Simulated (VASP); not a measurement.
# Al (Fm-3m) in VASP: further runs, part 2 of 2

VASP 6.6.1. Earlier steps stand in the parts before.

### 3 Single point, PBE

This run uses another cell than the first one, of 16.50 Å³/atom, 0.994 times its volume.

File INCAR:

```
SYSTEM = Al
  ALGO = Normal
  EDIFF = 1E-6
  ENCUT = 520
  GGA = PE
  ISIF = 2
  ISMEAR = 0
  LASPH = .True.
  LCHARG = .False.
  LREAL = .False.
  LWAVE = .False.
  NBANDS = 8
  NELM = 100
  PREC = Accurate
  SIGMA = 0.1
```

File KPOINTS:

```
k-points
0
Gamma
  18 18 18
  0 0 0
```

File POSCAR:

```
Al
1.0
    0.0000000000      2.0207284053      2.0207284053
    2.0207284053      0.0000000000      2.0207284053
    2.0207284053      2.0207284053      0.0000000000
Al
1
Direct
    0.0000000000      0.0000000000      0.0000000000
```

Potentials or basis: VASP PAW PBE potentials, release 64 (Al).

Launch:

```console
$ cat potpaw_PBE.64/Al/POTCAR > POTCAR
$ mpirun -np 1 vasp_std > vasp.out
```

OUTCAR:

```text
SYSTEM = Al
   EDIFF = 1E-6
   ENCUT = 520
   GGA = PE
   ISIF = 2
   ISMEAR = 0
   LASPH = .True.
   LREAL = .False.
   NELM = 100
   PREC = Accurate

 ion  position               nearest neighbor table
   1  0.000  0.000  0.000-

  LATTYP: Found a face centered cubic cell.
 ALAT       =     4.0414568106

  Lattice vectors:

 A1 = (   0.0000000000,   2.0207284053,   2.0207284053)
 A2 = (   2.0207284053,   0.0000000000,   2.0207284053)
 A3 = (   2.0207284053,   2.0207284053,   0.0000000000)

Analysis of symmetry for initial positions (statically):
=====================================================================
 Subroutine PRICEL returns:
 Original cell was already a primitive cell.

 Routine SETGRP: Setting up the symmetry group for a
 face centered cubic supercell.

 Subroutine GETGRP returns: Found 48 space group operations
 (whereof 48 operations were pure point group operations)
 out of a pool of 48 trial point group operations.

The static configuration has the point symmetry O_h .

Analysis of symmetry for dynamics (positions and initial velocities):
=====================================================================
 Subroutine PRICEL returns:
 Original cell was already a primitive cell.

 Routine SETGRP: Setting up the symmetry group for a
 face centered cubic supercell.

 Subroutine GETGRP returns: Found 48 space group operations
 (whereof 48 operations were pure point group operations)
 out of a pool of 48 trial point group operations.

The dynamic configuration has the point symmetry O_h .

 Subroutine INISYM returns: Found 48 space group operations
 (whereof 48 operations are pure point group operations),
 and found     1 'primitive' translations

----------------------------------------------------------------------------------------

                                     Primitive cell

  volume of cell :      16.5027

  direct lattice vectors                    reciprocal lattice vectors
     0.000000000  2.020728405  2.020728405    -0.247435528  0.247435528  0.247435528
     2.020728405  0.000000000  2.020728405     0.247435528 -0.247435528  0.247435528
     2.020728405  2.020728405  0.000000000     0.247435528  0.247435528 -0.247435528

  length of vectors
     2.857741517  2.857741517  2.857741517     0.428570906  0.428570906  0.428570906

  position of ions in fractional coordinates (direct lattice)
     0.000000000  0.000000000  0.000000000

  ion indices of the primitive-cell ions
   primitive index   ion index
                 1           1

----------------------------------------------------------------------------------------

 KPOINTS: k-points

Automatic generation of k-mesh.
 Grid dimensions read from file:
 generate k-points for:   18   18   18

 Generating k-lattice:

  Cartesian coordinates                     Fractional coordinates (reciprocal lattice)
    -0.013746418  0.013746418  0.013746418     0.055555556  0.000000000  0.000000000
     0.013746418 -0.013746418  0.013746418     0.000000000  0.055555556  0.000000000
     0.013746418  0.013746418 -0.013746418     0.000000000  0.000000000  0.055555556

  Length of vectors
     0.023809495  0.023809495  0.023809495

  Shift w.r.t. Gamma in fractional coordinates (k-lattice)
     0.000000000  0.000000000  0.000000000

 Subroutine IBZKPT returns following result:
 ===========================================

 Found    195 irreducible k-points:

 Following reciprocal coordinates:
            Coordinates               Weight
  0.000000  0.000000  0.000000      1.000000
  0.055556  0.000000  0.000000      8.000000
  0.111111  0.000000  0.000000      8.000000
  0.166667  0.000000  0.000000      8.000000
  0.222222  0.000000  0.000000      8.000000
  0.277778  0.000000  0.000000      8.000000
[... 16 lines left out ...]
 -0.277778  0.055556  0.000000     24.000000
 -0.222222  0.055556  0.000000     24.000000
 [... further k-points ...]
   k-points           NKPTS =    195   k-points in BZ     NKDIM =    195   number of bands    NBANDS=      8
   number of dos      NEDOS =    301   number of ions     NIONS =      1
   total plane-waves  NPLWV =  13824
   dimension x,y,z NGX =    24 NGY =   24 NGZ =   24
   dimension x,y,z NGXF=    48 NGYF=   48 NGZF=   48
   ions per type =               1
   NGX,Y,Z   is equivalent  to a cutoff of  13.96, 13.96, 13.96 a.u.
   NGXF,Y,Z  is equivalent  to a cutoff of  27.92, 27.92, 27.92 a.u.
 SYSTEM =  Al
   PREC   = accura    normal or accurate (medium, high low for compatibility)
   ISTART =      0    job   : 0-new  1-cont  2-samecut
   ICHARG =      2    charge: 1-file 2-atom 10-const
   ISPIN  =      1    spin polarized calculation?
   LNONCOLLINEAR =      F non collinear calculations
   LSORBIT =      F    spin-orbit coupling
   LASPH  =      T    aspherical Exc in radial PAW
   ENCUT  =  520.0 eV  38.22 Ry    6.18 a.u.   5.31  5.31  5.31*2*pi/ulx,y,z
   NELM   =    100;   NELMIN=  2; NELMDL= -5     # of ELM steps
   EDIFF  = 0.1E-05   stopping-criterion for ELM
   LREAL  =      F    real-space projection
   EDIFFG = 0.1E-04   stopping-criterion for IOM
   NSW    =      0    number of steps for IOM
   IBRION =     -1    ionic relax: 0-MD 1-quasi-New 2-CG
   NFREE  =      0    steps in history (QN), initial steepest desc. (CG)
   ISIF   =      2    stress and relaxation
   ISYM   =      2    0-nonsym 1-usesym 2-fastsym
   POTIM  = 0.5000    time-step for ionic-motion
   TEBEG  =    0.0;   TEEND  =   0.0 temperature during run
   PSTRESS=    0.0 pullay stress
   NELECT =       3.0000    total number of electrons
   NUPDOWN=      -1.0000    fix difference up-down
   EMIN   =  10.00;   EMAX   =-10.00  energy-range for DOS
   EFERMI =   0.00;   METHOD = LEGACY
   ISMEAR =     0;   SIGMA  =   0.10  broadening in eV -4-tet -1-fermi 0-gaus
   EFERMI_NEDOS =   21; number of points for ismear=-14 and -15
   IALGO  =     38    algorithm
   IMIX   =      4    mixing-type and parameters
     AMIX     =   0.40;   BMIX     =  1.00
     AMIX_MAG =   1.60;   BMIX_MAG =  1.00
  volume/ion in A,a.u.               =      16.50       111.37
  Fermi-wavevector in a.u.,A,eV,Ry     =   0.927393  1.752519 11.701805  0.860058
  Thomas-Fermi vector in A             =   2.053458
   LORBIT       =      0    0 simple, 1 ext, 2 COOP (PROOUT), +10 PAW based schemes
   GGA     = PE    functional components
   LHFCALC =     F    Hartree Fock is set to
   AEXX    =    0.0000 exact exchange contribution
   IVDW    =     0    specifies the selected vdW correction
   LEPSILON=     F    determine dielectric tensor
   LRPA    =     F    only Hartree local field effects (RPA)
 non-spin polarized calculation
 Gauss-broadening in eV      SIGMA  =   0.10
  energy-cutoff  :      520.00
  volume of cell :       16.50
 maximum number of plane-waves:       459
 NGX is ok and might be reduce to    24
   NGX = 11   NGY = 11   NGZ = 11

 number of electron       3.0000000 magnetization

 Free energy of the ion-electron system (eV)
  ---------------------------------------------------
  ext. energy  EPLUGINS =         0.00000000
  ---------------------------------------------------
  free energy    TOTEN  =        -3.74453068 eV

  energy without entropy =       -3.74160733  energy(sigma->0) =       -3.74306901

 E-fermi :   7.9897     XC(G=0): -10.1959

 val. band max:        7.9833958372   @ k =  -0.2778   0.2778   0.0556
 cond. band min:       7.9907477639   @ k =  -0.2778   0.5000   0.2222
 fundamental gap:      0.0073519267
 Fermi energy:         7.9896904352

 k-point     1 :       0.0000    0.0000    0.0000
  band No.  band energies     occupation
      1      -3.1348      2.00000
      2      20.6168      0.00000
      3      20.6168      0.00000
      4      20.6168      0.00000
      5      22.1076      0.00000
      6      22.1076      0.00000
      7      22.1076      0.00000
      8      24.4632      0.00000

 k-point     2 :       0.0556    0.0000    0.0000
  band No.  band energies     occupation
      1      -3.0509      2.00000
      2      19.0990      0.00000
      3      20.3046      0.00000
      4      20.3046      0.00000
      5      22.5505      0.00000
      6      22.5505      0.00000
      7      22.6830      0.00000
      8      25.3461      0.00000
[... 221 lines left out ...]
 k-point    23 :      -0.2778    0.0556    0.0000
  band No.  band energies     occupation
      1      -0.6940      2.00000
      2       9.8309      0.00000
      3      17.1203      0.00000
      4      19.9908      0.00000
      5      20.8909      0.00000
      6      22.3254      0.00000
      7      22.9439      0.00000
      8      26.6647      0.00000

 k-point    24 :      -0.2222    0.0556    0.0000
  band No.  band energies     occupation
      1      -1.4938      2.00000
      2      11.8390      0.00000
      3      17.2822      0.00000
      4      20.1335      0.00000
      5      21.8789      0.00000
      6      22.9294      0.00000
      7      23.3766      0.00000
      8      25.5788      0.00000

 [... further k-points ...]
[... 5 lines left out ...]
  --------------------------------------------------------------------------------------
  -------------------------------------------------------------------------------------
  Total       -0.0045814     -0.0045814     -0.0045814     -0.0000000      0.0000000      0.0000000
  in kB       -0.4447895     -0.4447895     -0.4447895     -0.0000000      0.0000000      0.0000000
  external PRESSURE =      -0.4447895 kB  Pullay stress =       0.0000000 kB

 VOLUME and BASIS-vectors are now :
 -----------------------------------------------------------------------------
  energy-cutoff  :      520.00
  volume of cell :       16.50
      direct lattice vectors                 reciprocal lattice vectors
     0.000000000  2.020728405  2.020728405    -0.247435528  0.247435528  0.247435528
     2.020728405  0.000000000  2.020728405     0.247435528 -0.247435528  0.247435528
     2.020728405  2.020728405  0.000000000     0.247435528  0.247435528 -0.247435528

 POSITION                                       TOTAL-FORCE (eV/Angst)
 -----------------------------------------------------------------------------------
      0.00000      0.00000      0.00000         0.000000      0.000000      0.000000
 -----------------------------------------------------------------------------------
    total drift:                                0.000000     -0.000000     -0.000000

  FREE ENERGIE OF THE ION-ELECTRON SYSTEM (eV)
  ---------------------------------------------------
  free  energy   TOTEN  =        -3.7445306835 eV

  energy  without entropy=       -3.7416073299  energy(sigma->0) =       -3.74306901
```

OSZICAR:

```text
N       E                     dE             d eps       ncg     rms          rms(c)
DAV:   1    -0.236676980394E+01   -0.23668E+01   -0.86944E+02  3128   0.206E+02
DAV:   2    -0.375958040063E+01   -0.13928E+01   -0.13502E+01  4360   0.185E+01
DAV:   3    -0.376697567526E+01   -0.73953E-02   -0.73923E-02  3960   0.148E+00
DAV:   4    -0.376699473648E+01   -0.19061E-04   -0.19061E-04  4984   0.670E-02
DAV:   5    -0.376699478044E+01   -0.43957E-07   -0.43835E-07  4000   0.189E-03    0.130E+00
DAV:   6    -0.375401141019E+01    0.12983E-01   -0.16506E-03  4232   0.194E-01    0.758E-01
DAV:   7    -0.374453748839E+01    0.94739E-02   -0.49448E-03  4008   0.314E-01    0.147E-01
DAV:   8    -0.374453258562E+01    0.49028E-05   -0.13542E-05  4576   0.264E-02    0.793E-03
DAV:   9    -0.374453104435E+01    0.15413E-05   -0.83941E-07  4352   0.402E-03    0.686E-04
DAV:  10    -0.374453068349E+01    0.36086E-06   -0.36286E-09  2832   0.425E-04
   1 F= -.37445307E+01 E0= -.37430690E+01  d E =-.292335E-02
```

Run time: 7.3 s. Hardware: 1 thread of Intel Xeon 6975P-C (Granite Rapids), shared host; peak memory 0.14 GiB.

What came out:

```yaml
Free_energy: -3.7445 eV
Pressure: 0.0 GPa
```
